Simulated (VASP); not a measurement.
A run of VASP 6.6.1 is set up as follows.

INCAR

```
  PREC = Accurate
  ENCUT = 600
  EDIFF = 1E-6
  ISMEAR = 0
  SIGMA = 0.01
  LREAL = F
  LASPH = T
  NELM = 120
  ALGO = Normal
  ISIF = 2
  LWAVE = F
  LCHARG = F
  GGA = PS
  NBANDS = 11
  GGA_COMPAT = F
```

The input KPOINTS:

```
Automatic mesh
0
Gamma
  6 6 6
```

File POSCAR:

```
SiC
1.0
    0.0267064733      2.1724602037      2.1724602037
    2.1724602037      0.0267064733      2.1724602037
    2.1724602037      2.1724602037      0.0267064733
Si C
1 1
Direct
    0.0006787707      0.0006787707      0.0006787707
    0.2493212293      0.2493212293      0.2493212293
```

Potentials or basis: VASP PAW PBE potentials, release 64 (Si, C).

Launch:

```bash
$ cat potpaw_PBE.64/Si/POTCAR potpaw_PBE.64/C/POTCAR > POTCAR
$ mpirun -np 1 vasp_std > vasp.out
```

**Question.** Estimate the pressure.

**Answer.** 6.6 GPa.

**Question.** Estimate the band gap on the k mesh.

**Answer.** 1.12 eV (least direct gap 4.34 eV).

Forces on the atoms (eV/Å):
```
Si  -0.002 -0.002 -0.002
C    0.002  0.002  0.002
```

Caveat: the k points lie up to 0.42 Å⁻¹ apart; the PAW data sets were made with another functional, which shifts forces and pressure a little. A k mesh can miss the band edges.
